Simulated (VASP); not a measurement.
# NdMo (Cmmm) in VASP: relaxation of cell and atoms with PBE

Aim: the relaxation of cell and atoms of NdMo with PBE.

Program: VASP 6.6.1. These are calculated values, not measurements. Logs are shortened: lines on timing, memory, paths and dates and some standing lists are left out, and cuts for length are marked.

**1. The cell of the first run**

It takes space group Cmmm (No. 65, orthorhombic). The conventional cell has a = 6.837 Å, b = 8.453 Å, c = 3.473 Å, α = 90.00°, β = 90.00°, γ = 90.00°. Within 4.3 Å of Nd (site symmetry m2m) lie 8 Mo at 3.24 to 3.38 Å and 5 Nd at 3.43 to 3.51 Å. Mo (site symmetry 2mm) has 1 Mo at 2.17 Å within 2.9 Å.

The cell was generated, and may not be a known phase.

**2. Relaxation of cell and atoms, PBE**

The input, INCAR:

```
  PREC = Accurate
  ENCUT = 500
  EDIFF = 1E-7
  ISMEAR = 0
  SIGMA = 0.1
  LREAL = False
  LASPH = True
  NELM = 200
  ALGO = Normal
  ISIF = 3
  LWAVE = False
  LCHARG = False
  GGA = PE
  IBRION = 2
  NSW = 100
  EDIFFG = -0.01
  GGA_COMPAT = False
  NELMIN = 4
  LMAXMIX = 6
```

The input, KPOINTS:

```
regular mesh
0
Gamma
  8 8 10
```

The input, POSCAR:

```
NdMo
1.0
    3.4186389744     -4.2266272878      0.0000000000
    3.4186389744      4.2266272878      0.0000000000
    0.0000000000      0.0000000000      3.4731244520
Nd Mo
2 2
Direct
    0.7030914149      0.2969085851      0.0000000000
    0.2969085851      0.7030914149      0.0000000000
    0.8413425115      0.8413425115      0.5000000000
    0.1586574885      0.1586574885      0.5000000000
```

Potentials or basis: VASP PAW PBE potentials, release 64 (Nd_3, Mo_sv), 4f in core.

Launch:

```sh
$ cat potpaw_PBE.64/Nd_3/POTCAR potpaw_PBE.64/Mo_sv/POTCAR > POTCAR
$ mpirun -np 1 vasp_std > vasp.out
```

OUTCAR:

```text
PREC = Accurate
   ENCUT = 500
   EDIFF = 1E-7
   ISMEAR = 0
   LREAL = False
   LASPH = True
   NELM = 200
   ISIF = 3
   GGA = PE
   IBRION = 2
   NSW = 100
   EDIFFG = -0.01
   NELMIN = 4

 ion  position               nearest neighbor table
   1  0.703  0.297  0.000-   3 3.24   4 3.24   3 3.24   4 3.24   3 3.38   3 3.38   4 3.38   4 3.38
                             2 3.43   2 3.51   2 3.51
   2  0.297  0.703  0.000-   3 3.24   4 3.24   3 3.24   4 3.24   3 3.38   3 3.38   4 3.38   4 3.38
                             1 3.43   1 3.51   1 3.51
   3  0.841  0.841  0.500-   4 2.17   2 3.24   1 3.24   1 3.24   2 3.24   1 3.38   1 3.38   2 3.38
                             2 3.38
   4  0.159  0.159  0.500-   3 2.17   2 3.24   1 3.24   1 3.24   2 3.24   1 3.38   2 3.38   2 3.38
                             1 3.38

  LATTYP: Found a base centered orthorhombic cell.
 ALAT       =     6.8372779488
 B/A-ratio  =     1.2363479500
 C/A-ratio  =     0.5079688844

  Lattice vectors:

 A1 = (   3.4186389744,  -4.2266272878,   0.0000000000)
 A2 = (   3.4186389744,   4.2266272878,   0.0000000000)
 A3 = (   0.0000000000,   0.0000000000,   3.4731244520)

Analysis of symmetry for initial positions (statically):
=====================================================================
 Subroutine PRICEL returns:
 Original cell was already a primitive cell.

 Routine SETGRP: Setting up the symmetry group for a
 base centered orthorhombic supercell.

 Subroutine GETGRP returns: Found  8 space group operations
 (whereof  8 operations were pure point group operations)
 out of a pool of  8 trial point group operations.

The static configuration has the point symmetry D_2h.

Analysis of symmetry for dynamics (positions and initial velocities):
=====================================================================
 Subroutine PRICEL returns:
 Original cell was already a primitive cell.

 Routine SETGRP: Setting up the symmetry group for a
 base centered orthorhombic supercell.

 Subroutine GETGRP returns: Found  8 space group operations
 (whereof  8 operations were pure point group operations)
 out of a pool of  8 trial point group operations.

The dynamic configuration has the point symmetry D_2h.

 Subroutine INISYM returns: Found  8 space group operations
 (whereof  8 operations are pure point group operations),
 and found     1 'primitive' translations

----------------------------------------------------------------------------------------

                                     Primitive cell

  volume of cell :     100.3685

  direct lattice vectors                    reciprocal lattice vectors
     3.418638974 -4.226627288  0.000000000     0.146257035 -0.118297632  0.000000000
     3.418638974  4.226627288  0.000000000     0.146257035  0.118297632  0.000000000
     0.000000000  0.000000000  3.473124452     0.000000000  0.000000000  0.287925185

  length of vectors
     5.436126440  5.436126440  3.473124452     0.188110207  0.188110207  0.287925185

  position of ions in fractional coordinates (direct lattice)
     0.703091415  0.296908585  0.000000000
     0.296908585  0.703091415  0.000000000
     0.841342512  0.841342512  0.500000000
     0.158657488  0.158657488  0.500000000

  ion indices of the primitive-cell ions
   primitive index   ion index
                 1           1
                 2           2
                 3           3
                 4           4

----------------------------------------------------------------------------------------

 KPOINTS: regular mesh

Automatic generation of k-mesh.
 Grid dimensions read from file:
 generate k-points for:    8    8   10

 Generating k-lattice:

  Cartesian coordinates                     Fractional coordinates (reciprocal lattice)
     0.018282129 -0.014787204  0.000000000     0.125000000 -0.000000000  0.000000000
     0.018282129  0.014787204  0.000000000    -0.000000000  0.125000000  0.000000000
     0.000000000  0.000000000  0.028792518     0.000000000  0.000000000  0.100000000

  Length of vectors
     0.023513776  0.023513776  0.028792518

  Shift w.r.t. Gamma in fractional coordinates (k-lattice)
     0.000000000  0.000000000  0.000000000

 Subroutine IBZKPT returns following result:
 ===========================================

 Found    126 irreducible k-points:

 Following reciprocal coordinates:
            Coordinates               Weight
  0.000000  0.000000  0.000000      1.000000
  0.125000  0.000000  0.000000      4.000000
  0.250000  0.000000  0.000000      4.000000
  0.375000  0.000000  0.000000      4.000000
  0.500000  0.000000  0.000000      2.000000
  0.125000  0.125000  0.000000      2.000000
[... 16 lines left out ...]
  0.125000  0.000000  0.100000      8.000000
  0.250000  0.000000  0.100000      8.000000
 [... further k-points ...]
   k-points           NKPTS =    126   k-points in BZ     NKDIM =    126   number of bands    NBANDS=     30
   number of dos      NEDOS =    301   number of ions     NIONS =      4
   total plane-waves  NPLWV =  44800
   dimension x,y,z NGX =    40 NGY =   40 NGZ =   28
   dimension x,y,z NGXF=    80 NGYF=   80 NGZF=   56
   ions per type =               2   2
   NGX,Y,Z   is equivalent  to a cutoff of  12.23, 12.23, 13.40 a.u.
   NGXF,Y,Z  is equivalent  to a cutoff of  24.47, 24.47, 26.81 a.u.
 SYSTEM =  unknown system
   PREC   = accura    normal or accurate (medium, high low for compatibility)
   ISTART =      0    job   : 0-new  1-cont  2-samecut
   ICHARG =      2    charge: 1-file 2-atom 10-const
   ISPIN  =      1    spin polarized calculation?
   LNONCOLLINEAR =      F non collinear calculations
   LSORBIT =      F    spin-orbit coupling
   LASPH  =      T    aspherical Exc in radial PAW
   ENCUT  =  500.0 eV  36.75 Ry    6.06 a.u.   9.91  9.91  6.33*2*pi/ulx,y,z
   NELM   =    200;   NELMIN=  4; NELMDL= -5     # of ELM steps
   EDIFF  = 0.1E-06   stopping-criterion for ELM
   LREAL  =      F    real-space projection
   EDIFFG = -.1E-01   stopping-criterion for IOM
   NSW    =    100    number of steps for IOM
   IBRION =      2    ionic relax: 0-MD 1-quasi-New 2-CG
   NFREE  =      1    steps in history (QN), initial steepest desc. (CG)
   ISIF   =      3    stress and relaxation
   ISYM   =      2    0-nonsym 1-usesym 2-fastsym
   POTIM  = 0.5000    time-step for ionic-motion
   TEBEG  =    0.0;   TEEND  =   0.0 temperature during run
   PSTRESS=    0.0 pullay stress
   NELECT =      50.0000    total number of electrons
   NUPDOWN=      -1.0000    fix difference up-down
   EMIN   =  10.00;   EMAX   =-10.00  energy-range for DOS
   EFERMI =   0.00;   METHOD = LEGACY
   ISMEAR =     0;   SIGMA  =   0.10  broadening in eV -4-tet -1-fermi 0-gaus
   EFERMI_NEDOS =   21; number of points for ismear=-14 and -15
   IALGO  =     38    algorithm
   IMIX   =      4    mixing-type and parameters
     AMIX     =   0.40;   BMIX     =  1.00
     AMIX_MAG =   1.60;   BMIX_MAG =  1.00
  volume/ion in A,a.u.               =      25.09       169.33
  Fermi-wavevector in a.u.,A,eV,Ry     =   1.297774  2.452437 22.915160  1.684217
  Thomas-Fermi vector in A             =   2.429145
   LORBIT       =      0    0 simple, 1 ext, 2 COOP (PROOUT), +10 PAW based schemes
   GGA     = PE    functional components
   LHFCALC =     F    Hartree Fock is set to
   AEXX    =    0.0000 exact exchange contribution
   IVDW    =     0    specifies the selected vdW correction
   LEPSILON=     F    determine dielectric tensor
   LRPA    =     F    only Hartree local field effects (RPA)
 conjugate gradient relaxation of ions
 non-spin polarized calculation
 Gauss-broadening in eV      SIGMA  =   0.10
  energy-cutoff  :      500.00
  volume of cell :      100.37
 maximum number of plane-waves:      2580
   NGX = 19   NGY = 19   NGZ = 13

--------------------------------------- Ionic step        1  -------------------------------------------

 number of electron      50.0000000 magnetization

 Free energy of the ion-electron system (eV)
  ---------------------------------------------------
  ext. energy  EPLUGINS =         0.00000000
  ---------------------------------------------------
  free energy    TOTEN  =       -29.39400996 eV

  energy without entropy =      -29.37141217  energy(sigma->0) =      -29.38271107

------------------------ aborting loop because EDIFF is reached ----------------------------------------

  FORCE on cell =-STRESS in cart. coord.  units (eV):
  Direction    XX          YY          ZZ          XY          YZ          ZX
  --------------------------------------------------------------------------------------
  -------------------------------------------------------------------------------------
  Total        0.2812595      0.3688923      0.0599018      0.0000000      0.0000000      0.0000000
  in kB        4.4897310      5.8886075      0.9562095      0.0000000      0.0000000      0.0000000
  external PRESSURE =       3.7781827 kB  Pullay stress =       0.0000000 kB
[... 95 lines left out ...]
  FREE ENERGIE OF THE ION-ELECTRON SYSTEM (eV)
  ---------------------------------------------------
  free  energy   TOTEN  =       -29.3963147545 eV

  energy  without entropy=      -29.3736836062  energy(sigma->0) =      -29.38499918

[... ionic steps 4 to 7 ...]

--------------------------------------- Ionic step        8  -------------------------------------------

 number of electron      50.0000004 magnetization

------------------------ aborting loop because EDIFF is reached ----------------------------------------
[... 71 lines left out ...]
--------------------------------------- Ionic step       10  -------------------------------------------

 number of electron      50.0000005 magnetization

 Free energy of the ion-electron system (eV)
  ---------------------------------------------------
  ext. energy  EPLUGINS =         0.00000000
  ---------------------------------------------------
  free energy    TOTEN  =       -29.39852196 eV

  energy without entropy =      -29.37641911  energy(sigma->0) =      -29.38747054

 E-fermi :   6.0275     XC(G=0): -10.9296

 val. band max:        6.0251350291   @ k =  -0.3750   0.1250   0.1000
 cond. band min:       6.0455443253   @ k =  -0.3750   0.1250   0.3000
 fundamental gap:      0.0204092962
 Fermi energy:         6.0274887711

 k-point     1 :       0.0000    0.0000    0.0000
  band No.  band energies     occupation
      1     -54.7725      2.00000
      2     -54.2251      2.00000
      3     -31.5600      2.00000
      4     -31.4449      2.00000
      5     -30.0880      2.00000
      6     -28.7719      2.00000
[... 781 lines left out ...]
     29       7.4853      0.00000
     30       7.6951      0.00000

 [... further k-points ...]

------------------------ aborting loop because EDIFF is reached ----------------------------------------

  FORCE on cell =-STRESS in cart. coord.  units (eV):
  Direction    XX          YY          ZZ          XY          YZ          ZX
  --------------------------------------------------------------------------------------
  -------------------------------------------------------------------------------------
  Total       -0.0273947     -0.0119078      0.0139067      0.0000000      0.0000000      0.0000000
  in kB       -0.4373509     -0.1901061      0.2220185      0.0000000      0.0000000      0.0000000
  external PRESSURE =      -0.1351462 kB  Pullay stress =       0.0000000 kB
[... 19 lines left out ...]
  FREE ENERGIE OF THE ION-ELECTRON SYSTEM (eV)
  ---------------------------------------------------
  free  energy   TOTEN  =       -29.3985219626 eV

  energy  without entropy=      -29.3764191141  energy(sigma->0) =      -29.38747054

 reached required accuracy - stopping structural energy minimisation
```

Run time: 29 min. Hardware: 1 thread of AMD EPYC 7R13 (Zen 3), shared host; peak memory 0.41 GiB.

Results:

| Quantity | Value |
| --- | --- |
| Free energy | -29.3985 eV |
| Relaxed volume | 25.09 Å³/atom |
| Relaxed cell | a = 5.447 Å, b = 5.447 Å, c = 3.469 Å, α = 90.00°, β = 90.00°, γ = 102.82° |
| Space group after relaxing (to 0.1 Å) | Cmmm (No. 65) |
| Energy gained by relaxing | 1.1 meV/atom |
| Ionic steps | 10 |
| Pressure after relaxing | 0.0 GPa |
| Largest force after relaxing | 0.007 eV/Å |
| Band gap on the k mesh | zero (bands 25 and 26 overlap by 1.21 eV) |

Forces on the atoms (eV/Å):
```
Nd   0.000  0.001  0.000
Nd   0.000 -0.001  0.000
Mo   0.007  0.000  0.000
Mo  -0.007  0.000  0.000
```

Step by step:
```csv
step,energy change (eV),largest force (eV/Å),pressure (GPa),volume (Å³)
1,0.0000,0.3011,0.38,100.37
2,0.0023,0.3148,-1.03,101.23
3,-0.0023,0.0371,-0.21,100.72
4,-0.0038,0.0239,-0.06,100.44
5,-0.0043,0.0271,0.09,100.16
6,-0.0045,0.0208,-0.02,100.34
7,-0.0045,0.0192,-0.04,100.39
8,-0.0045,0.0184,0.03,100.34
9,-0.0045,0.0154,0.02,100.34
10,-0.0045,0.0074,-0.01,100.36
```

Final structure:
```
Nd Mo
1.0
     3.39757   -4.25741    0.00000
     3.39757    4.25741    0.00000
     0.00000    0.00000    3.46899
Nd Mo
2 2
Direct
  0.70375 0.29625 0.00000
  0.29625 0.70375 0.00000
  0.83926 0.83926 0.50000
  0.16074 0.16074 0.50000
```

Levels at points of the mesh, in eV from the Fermi level:
```
           k point  band 21  band 22  band 23  band 24  band 25  band 26  band 27  band 28  band 29  band 30
(0.00, 0.00, 0.00)    -2.37    -1.80    -0.51     0.19     0.32     0.63     0.81     1.01     1.80     2.18
(0.50, 0.00, 0.00)    -2.03    -1.62    -1.21    -0.57    -0.55     0.08     0.87     1.07     1.15     1.86
(0.50, 0.50, 0.00)    -1.48    -0.99    -0.96    -0.66    -0.24     0.26     0.44     0.54     0.71     1.13
(0.00, 0.00, 0.50)    -1.67    -1.62    -1.46    -1.15    -0.15     0.77     0.98     1.17     1.22     1.43
(0.50, 0.00, 0.50)    -1.87    -1.43    -1.24    -0.64    -0.46     0.17     0.33     1.61     1.65     2.18
(0.50, 0.50, 0.50)    -2.32    -1.47    -1.14     0.10     0.77     1.11     1.39     1.41     1.59     2.26
```

Caveat: spin-orbit coupling is left out, which moves the levels of the heavy elements; the 4f electrons are frozen in the core, so they carry no moment and show no levels.

The gap in the log of VASP goes by the Fermi energy; the results here count the filled bands.